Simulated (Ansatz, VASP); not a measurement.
One calculation of MnSb, two programs

INCAR

```
  ALGO = Normal
  EDIFF = 1E-6
  EDIFFG = -0.01
  ENCUT = 600
  GGA = PS
  IBRION = 2
  ISIF = 3
  ISMEAR = -1
  ISPIN = 2
  IVDW = 13
  LASPH = T
  LCHARG = F
  LMAXMIX = 4
  LORBIT = 11
  LREAL = F
  LWAVE = F
  MAGMOM = 0 0 4 4
  NELM = 150
  NSW = 60
  PREC = Accurate
  SIGMA = 0.05
```

File KPOINTS:

```
k-points
0
Gamma
  7 7 5
```

File POSCAR:

```
MnSb
1.0
    4.1500000000      0.0000000000      0.0000000000
   -2.0750000000      3.5940054257      0.0000000000
    0.0000000000      0.0000000000      5.7800000000
Sb Mn
2 2
Direct
    0.6666666667      0.3333333333      0.7500000000
    0.3333333333      0.6666666667      0.2500000000
    0.0000000000      0.0000000000      0.5000000000
    0.0000000000      0.0000000000      0.0000000000
```

Contents of input.yaml:

```yaml
crystal:
  lattice:
    - [4.15, 0.0, 0.0]
    - [-2.075, 3.5940054257, 0.0]
    - [0.0, 0.0, 5.78]
  atoms:
    - { symbol: Sb, position: [0.6666666667, 0.3333333333, 0.75] }
    - { symbol: Sb, position: [0.3333333333, 0.6666666667, 0.25] }
    - { symbol: Mn, position: [0.0, 0.0, 0.5], spin: 4.0 }
    - { symbol: Mn, position: [0.0, 0.0, 0.0], spin: 4.0 }
hamiltonian:
  xc: pbesol
  pseudopotentials: { kind: paw }
  dispersion: d4
magnetization:
  spin_polarized: true
kpoints:
  mp_grid: { grid: [7, 7, 5] }
scf:
  occupations: { method: fermi_dirac, width: 0.05 }
output:
  forces: true
  stress: true
  write_density: true
  write_potential: true
  elf: true
  volumetric_format: npy
relax:
  f_tol: 0.01
  max_steps: 40
  cell: { stress_tol: 0.05 }
```

Alike in both runs: task relaxation of cell and atoms; functional PBEsol; dispersion D4; k mesh 7 × 7 × 5; occupations fermi-dirac, width 0.05 eV; collinear spin.

```csv
,VASP,Ansatz
version,VASP 6.6.1,Ansatz 0.2.0
potentials or method,"VASP PAW PBE potentials, release 64 (Sb, Mn_pv)",Ansatz PAW
plane-wave cutoff (eV),600,420
valence electrons in the cell,36,60
```

```csv
,VASP,Ansatz,Ansatz less VASP
"gap on the k mesh at the Fermi level, each at its own relaxed structure (eV)",none,none,-
net moment per atom (μB),1.33,1.34,+0.007
size of the moment on the site where the two differ most (μB),0.10,0.08,-0.022
relaxed volume (Å³/atom),18.17,18.18,+0.009
relaxed length of the cell vector where the two differ most in proportion (Å),3.951,3.953,+0.0018
```

VASP's potentials were made for PBE, not for PBEsol. Site moments also hang on the region over which each program counts them. A gap of «none» marks a metal or a gap that the smearing closes. VASP's potentials hold 36 valence electrons a cell and Ansatz's 60, so a difference there can come from the potentials and not from the codes.

Spin-orbit coupling is off throughout. Noted on VASP's run: the volume moved by over 15 % at a fixed basis, so the end points are rough. Noted on Ansatz's run: the volume moved by over 15 % at a fixed basis, so the end points are rough; the plane-wave basis is chosen anew once the cell has moved, so the energies of steps on either side of that aren't comparable.
